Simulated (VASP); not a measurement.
# O in VASP: further runs

O is run at these levels: PBE; tasks: single point, molecular dynamics.

Program: VASP 6.6.1. These are calculated values, not measurements. Logs are shortened: lines on timing, memory, paths and dates and some standing lists are left out, and cuts for length are marked.

## (1) The cell of the first run

The cell holds a disordered packing, 12 atoms: a = 6.088 Å, b = 6.088 Å, c = 6.088 Å, α = 90.00°, β = 90.00°, γ = 90.00°.

## (2) Single point, PBE, collinear spin, ferromagnetic start

Input file INCAR:

```
PREC = Accurate
ENCUT = 910
EDIFF = 1E-6
ISMEAR = -1
SIGMA = 0.05
LREAL = False
LASPH = True
NELM = 200
ALGO = Normal
ISIF = 2
LWAVE = False
LCHARG = False
ISPIN = 2
MAGMOM = 1 1 1 1 1 1 1 1 1 1 1 1
LORBIT = 11
GGA = PE
NBANDS = 52
GGA_COMPAT = False
```

Input file KPOINTS:

```
Automatic mesh
0
Gamma
  1 1 1
```

Input file POSCAR:

```
O
1.0
    6.0876040000      0.0000000000      0.0000000000
    0.0000000000      6.0876040000      0.0000000000
    0.0000000000      0.0000000000      6.0876040000
O
12
Direct
    0.2636012461      0.2946315168      0.4592775746
    0.1085813072      0.4185226240      0.4256518657
    0.6271104362      0.5699779421      0.7101644588
    0.4573884898      0.6677011185      0.6944275613
    0.7865163371      0.9531828943      0.4356229479
    0.9483369812      0.8591228996      0.5061268768
    0.1083184780      0.7486032271      0.0040902792
    0.2830341790      0.7688575012      0.1067579297
    1.1791667132      0.2931038221      0.9425711659
    1.0593166047      0.1776561025      0.8377023210
    0.6195540971      0.3373576862      0.0510874229
    0.5741667822      0.1542643050     -0.0285169666
```

Potentials or basis: VASP PAW PBE potentials, release 64 (O_h).

The run is started by

```
cat potpaw_PBE.64/O_h/POTCAR > POTCAR
mpirun -np 1 vasp_gam > vasp.out
```

OUTCAR:

```text
PREC = Accurate
   ENCUT = 910
   EDIFF = 1E-6
   ISMEAR = -1
   LREAL = False
   LASPH = True
   NELM = 200
   ISIF = 2
   ISPIN = 2
   LORBIT = 11
   GGA = PE

 ion  position               nearest neighbor table
   1  0.264  0.295  0.459-   2 1.23
   2  0.109  0.419  0.426-   1 1.23
   3  0.627  0.570  0.710-   4 1.20
   4  0.457  0.668  0.694-   3 1.20
   5  0.787  0.953  0.436-   6 1.22
   6  0.948  0.859  0.506-   5 1.22
   7  0.108  0.749  0.004-   8 1.24
   8  0.283  0.769  0.107-   7 1.24
   9  0.179  0.293  0.943-  10 1.20
  10  0.059  0.178  0.838-   9 1.20
  11  0.620  0.337  0.051-  12 1.25
  12  0.574  0.154  0.971-  11 1.25

  LATTYP: Found a simple cubic cell.
 ALAT       =     6.0876040000

  Lattice vectors:

 A1 = (   6.0876040000,   0.0000000000,   0.0000000000)
 A2 = (   0.0000000000,   6.0876040000,   0.0000000000)
 A3 = (   0.0000000000,   0.0000000000,   6.0876040000)

Analysis of symmetry for initial positions (statically):
=====================================================================
 Subroutine PRICEL returns:
 Original cell was already a primitive cell.

 Routine SETGRP: Setting up the symmetry group for a
 simple cubic supercell.

 Subroutine GETGRP returns: Found  1 space group operations
 (whereof  1 operations were pure point group operations)
 out of a pool of 48 trial point group operations.

The static configuration has the point symmetry C_1 .

Analysis of symmetry for dynamics (positions and initial velocities):
=====================================================================
 Subroutine PRICEL returns:
 Original cell was already a primitive cell.

 Routine SETGRP: Setting up the symmetry group for a
 simple cubic supercell.

 Subroutine GETGRP returns: Found  1 space group operations
 (whereof  1 operations were pure point group operations)
 out of a pool of 48 trial point group operations.

The dynamic configuration has the point symmetry C_1 .

Analysis of structural, dynamic, and magnetic symmetry:
=====================================================================
 Subroutine PRICEL returns:
 Original cell was already a primitive cell.

 Routine SETGRP: Setting up the symmetry group for a
 simple cubic supercell.

 Subroutine GETGRP returns: Found  1 space group operations
[... 151 lines left out ...]
 fundamental gap:      1.3563765684
 Fermi energy:        -1.4846142403

 spin component 1

 k-point     1 :       0.0000    0.0000    0.0000
  band No.  band energies     occupation
      1     -28.9353      1.00000
      2     -28.9056      1.00000
      3     -28.4587      1.00000
      4     -28.3226      1.00000
      5     -27.9931      1.00000
      6     -27.8554      1.00000
[... 40 lines left out ...]
     47       6.9355      0.00000
     48       7.1939      0.00000
 Fermi energy:        -1.4846142403

 spin component 2

 k-point     1 :       0.0000    0.0000    0.0000
  band No.  band energies     occupation
      1     -27.7665      1.00000
      2     -27.7349      1.00000
      3     -27.2716      1.00000
      4     -27.1301      1.00000
      5     -26.7843      1.00000
      6     -26.6409      1.00000
[... 40 lines left out ...]
     47       7.5313      0.00000
     48       7.8784      0.00000
 [bands above 48 left out]

------------------------ aborting loop because EDIFF is reached ----------------------------------------

  FORCE on cell =-STRESS in cart. coord.  units (eV):
  Direction    XX          YY          ZZ          XY          YZ          ZX
  --------------------------------------------------------------------------------------
  -------------------------------------------------------------------------------------
  Total        2.1979471      0.9139615      2.0738315     -0.5037109     -1.1268240     -0.7636892
  in kB       15.6094871      6.4908160     14.7280369     -3.5772785     -8.0025332     -5.4236047
  external PRESSURE =      12.2761133 kB  Pullay stress =       0.0000000 kB

 VOLUME and BASIS-vectors are now :
 -----------------------------------------------------------------------------
  energy-cutoff  :      910.00
  volume of cell :      225.60
      direct lattice vectors                 reciprocal lattice vectors
     6.087604000  0.000000000  0.000000000     0.164268241  0.000000000  0.000000000
     0.000000000  6.087604000  0.000000000     0.000000000  0.164268241  0.000000000
     0.000000000  0.000000000  6.087604000     0.000000000  0.000000000  0.164268241

 POSITION                                       TOTAL-FORCE (eV/Angst)
 -----------------------------------------------------------------------------------
      1.60470      1.79360      2.79590        -0.337567      0.358346     -0.290586
      0.66100      2.54780      2.59120         0.401504     -0.392926      0.053746
      3.81760      3.46980      4.32320         1.493762     -0.663540     -0.179706
      2.78440      4.06470      4.22740        -1.412686      0.888396     -0.255663
      4.78800      5.80260      2.65190        -0.044319      0.062006     -0.060876
      5.77310      5.23000      3.08110         0.056334      0.037901     -0.061309
      0.65940      4.55720      0.02490         1.197410      0.135625      0.836786
      1.72300      4.68050      0.64990        -1.284540     -0.114855     -0.600858
      1.09070      1.78430      5.73800         0.468611      0.840727      0.686747
      0.36110      1.08150      5.09960        -0.950450     -0.782006     -0.589068
      3.77160      2.05370      0.31100        -0.325250     -1.922572     -0.308742
      3.49530      0.93910      5.91400         0.737189      1.552896      0.769530
 -----------------------------------------------------------------------------------
    total drift:                                0.000986     -0.002630     -0.003636

  FREE ENERGIE OF THE ION-ELECTRON SYSTEM (eV)
  ---------------------------------------------------
  free  energy   TOTEN  =       -59.7457804858 eV

  energy  without entropy=      -59.7457781150  energy(sigma->0) =      -59.74577930

 total charge

# of ion       s       p       d       tot
------------------------------------------
    1        1.091   2.216   0.000   3.307
    2        1.092   2.215   0.000   3.306
    3        1.089   2.241   0.000   3.330
    4        1.088   2.241   0.000   3.329
    5        1.090   2.222   0.000   3.311
    6        1.091   2.221   0.000   3.312
    7        1.093   2.204   0.000   3.297
    8        1.093   2.204   0.000   3.297
    9        1.088   2.243   0.000   3.331
   10        1.089   2.240   0.000   3.329
   11        1.094   2.200   0.000   3.294
   12        1.094   2.200   0.000   3.293
--------------------------------------------------
tot         13.091  26.647   0.000  39.737

 magnetization (x)

# of ion       s       p       d       tot
------------------------------------------
    1        0.014   0.607   0.000   0.621
    2        0.014   0.607   0.000   0.621
    3        0.014   0.610   0.000   0.625
    4        0.013   0.604   0.000   0.618
    5        0.013   0.604   0.000   0.617
    6        0.014   0.611   0.000   0.626
    7        0.015   0.612   0.000   0.626
    8        0.014   0.608   0.000   0.621
    9        0.014   0.608   0.000   0.621
   10        0.013   0.603   0.000   0.617
   11        0.014   0.610   0.000   0.624
   12        0.015   0.610   0.000   0.624
--------------------------------------------------
tot          0.168   7.294   0.000   7.461
```

OSZICAR:

```text
N       E                     dE             d eps       ncg     rms          rms(c)
DAV:   1     0.104631958154E+04    0.10463E+04   -0.54093E+04   208   0.203E+03
DAV:   2     0.105154134925E+03   -0.94117E+03   -0.90359E+03   292   0.397E+02
DAV:   3    -0.531690099258E+02   -0.15832E+03   -0.15328E+03   252   0.170E+02
DAV:   4    -0.587853362312E+02   -0.56163E+01   -0.52768E+01   224   0.312E+01
DAV:   5    -0.589803109962E+02   -0.19497E+00   -0.19429E+00   312   0.526E+00    0.177E+01
DAV:   6    -0.592911817639E+02   -0.31087E+00   -0.67849E+00   256   0.152E+01    0.807E+00
DAV:   7    -0.597442384579E+02   -0.45306E+00   -0.11386E+00   224   0.671E+00    0.362E+00
DAV:   8    -0.597279454042E+02    0.16293E-01   -0.35914E-01   232   0.312E+00    0.116E+00
DAV:   9    -0.597436370666E+02   -0.15692E-01   -0.40560E-02   224   0.142E+00    0.524E-01
DAV:  10    -0.597456969222E+02   -0.20599E-02   -0.65943E-03   224   0.607E-01    0.122E-01
DAV:  11    -0.597457147728E+02   -0.17851E-04   -0.95739E-04   256   0.275E-01    0.473E-02
DAV:  12    -0.597457848511E+02   -0.70078E-04   -0.24652E-04   224   0.132E-01    0.270E-02
DAV:  13    -0.597457777538E+02    0.70972E-05   -0.39608E-05   224   0.606E-02    0.136E-02
DAV:  14    -0.597457806604E+02   -0.29066E-05   -0.13435E-05   224   0.264E-02    0.682E-03
DAV:  15    -0.597457804858E+02    0.17467E-06   -0.37767E-06   232   0.181E-02
   1 F= -.59745780E+02 E0= -.59745779E+02  d E =-.237081E-05  mag=    12.0000
```

stdout:

```text
POSCAR found type information on POSCAR O
 POSCAR found :  1 types and      12 ions
 scaLAPACK will be used
 LDA part: xc-table for (Slater+PW92), standard interpolation
 POSCAR, INCAR and KPOINTS ok, starting setup
 FFT: planning ... GRIDC
 FFT: planning ... GRID_SOFT
 FFT: planning ... GRID
 WAVECAR not read
 entering main loop
```

Run time: 44 s. Hardware: 1 thread of Intel Xeon 6975P-C (Granite Rapids), shared host; peak memory 0.58 GiB.

Results:

```yaml
Free_energy: -59.7458 eV
Pressure: 1.2 GPa
Largest_force: 1.974 eV/Å
Net_moment: 12.00 μB per cell
Site_moments: O +0.62, +0.63 (each value once) μB
Valence_electrons_inside_the_program's_atomic_spheres: O 3.31, 3.33, 3.30, 3.29 (each value once)
```

Forces on the atoms (eV/Å):
```
O   -0.338  0.358 -0.291
O    0.402 -0.393  0.054
O    1.494 -0.664 -0.180
O   -1.413  0.888 -0.256
O   -0.044  0.062 -0.061
O    0.056  0.038 -0.061
O    1.197  0.136  0.837
O   -1.285 -0.115 -0.601
O    0.469  0.841  0.687
O   -0.950 -0.782 -0.589
O   -0.325 -1.923 -0.309
O    0.737  1.553  0.770
```

Stress tensor (GPa, compression positive):
```
 1.56 -0.36 -0.54
-0.36  0.65 -0.80
-0.54 -0.80  1.47
```

Caveat: the k points lie up to 1.03 Å⁻¹ apart; the cutoff is under 1.25 times the usual one of these potentials, so pressure, stress and relaxed cells hold a basis-set (Pulay) error; the atoms stand as in a frame of molecular dynamics.

## (3) Molecular dynamics, PBE, collinear spin, ferromagnetic start

Input file INCAR:

```
SYSTEM = O
PREC = Accurate
ENCUT = 520
EDIFF = 1E-5
ISMEAR = -1
SIGMA = 0.05
LREAL = .FALSE.
LASPH = .TRUE.
NELM = 150
ALGO = Normal
ISIF = 2
LWAVE = .FALSE.
LCHARG = .TRUE.
ISPIN = 2
MAGMOM = 1 1 1 1 1 1 1 1 1 1 1 1
LORBIT = 11
GGA = PE
IBRION = 0
NSW = 40
POTIM = 1.0
TEBEG = 700.0
TEEND = 700.0
ISYM = 0
NELMIN = 4
RANDOM_SEED = 680735 0 0
MDALGO = 1
ANDERSEN_PROB = 0.0
```

Input file KPOINTS:

```
Automatic mesh
0
G
  1 1 1
  0 0 0
```

Input file POSCAR:

```
O
1.0
    6.0876040000      0.0000000000      0.0000000000
    0.0000000000      6.0876040000      0.0000000000
    0.0000000000      0.0000000000      6.0876040000
O
12
Direct
    0.3364282500      0.3529755300      0.6638085000
    0.2107837800      0.3415117500      0.5097421100
    0.6236030900      0.7021701000      0.5902977000
    0.4505963400      0.7569785600      0.5020783800
    1.0256361600      0.7767519000      0.3202155400
    1.0554283900      0.8136366700      0.5144773500
    0.2624889200      0.7206244700     -0.1188203300
    0.3029821000      0.8229038500      0.0456078400
    0.8025676100      0.1263984300      0.8015283600
    0.6716731300      0.0162197000      0.9008235800
    0.6814765800      0.4856545600      0.1699936000
    0.5914219700      0.3271474100      0.2452077400
```

Potentials or basis: VASP PAW PBE potentials, release 64 (O).

The run is started by

```
cat potpaw_PBE.64/O/POTCAR > POTCAR
mpirun -np 1 vasp_gam > vasp.out
```

Run time: 8.2 min. Hardware: 1 thread of Intel Xeon Platinum 8488C (Sapphire Rapids), shared host; peak memory 0.4 GiB.

It converged, with:

```
Valence electrons inside the program's atomic spheres : O 4.89, 4.88, 4.87, 4.95, 4.97, 4.91, 4.94 (each value once)
```

Step by step:
```tsv
step	potential energy change (eV)	largest force (eV/Å)	pressure (GPa)	volume (Å³)	temperature (K)
1	0.0000	2.6114	5.40	225.60	708
2	-0.0161	2.5638	5.20	225.60	719
3	-0.0059	2.5906	4.78	225.60	712
4	0.0236	3.1172	4.28	225.60	692
5	0.0586	3.6202	3.61	225.60	668
6	0.0861	3.7107	2.83	225.60	649
7	0.0990	3.3701	2.01	225.60	640
8	0.0971	3.5600	1.21	225.60	641
9	0.0844	3.5572	0.50	225.60	650
10	0.0657	3.3586	-0.03	225.60	663
11	0.0446	2.9597	-0.35	225.60	678
12	0.0245	2.3514	-0.40	225.60	692
13	0.0093	2.3142	-0.19	225.60	702
14	0.0041	2.7337	0.28	225.60	705
15	0.0130	3.0404	0.97	225.60	699
16	0.0354	3.1702	1.82	225.60	684
17	0.0635	3.5361	2.74	225.60	664
18	0.0842	4.3019	3.63	225.60	650
19	0.0849	4.5874	4.39	225.60	650
20	0.0622	4.3302	4.94	225.60	665
21	0.0257	3.5864	5.25	225.60	690
22	-0.0071	2.6695	5.33	225.60	713
23	-0.0196	2.4921	5.20	225.60	721
24	-0.0049	2.5187	4.90	225.60	711
25	0.0322	2.9727	4.41	225.60	685
26	0.0788	3.5937	3.79	225.60	653
27	0.1208	3.8178	3.05	225.60	624
28	0.1492	3.5984	2.23	225.60	604
29	0.1625	3.5826	1.44	225.60	595
30	0.1643	3.6064	0.71	225.60	593
31	0.1596	3.4385	0.14	225.60	596
32	0.1521	3.0744	-0.22	225.60	602
33	0.1446	2.5047	-0.32	225.60	607
34	0.1404	2.3161	-0.16	225.60	609
35	0.1438	2.8733	0.27	225.60	607
36	0.1592	3.2822	0.94	225.60	596
37	0.1877	3.5047	1.79	225.60	576
38	0.2240	3.5392	2.74	225.60	551
39	0.2562	3.9841	3.69	225.60	529
40	0.2708	4.4005	4.52	225.60	519
```

Caveat: the k points lie up to 1.03 Å⁻¹ apart; the standard files for N, O and F lose accuracy on very short bonds.
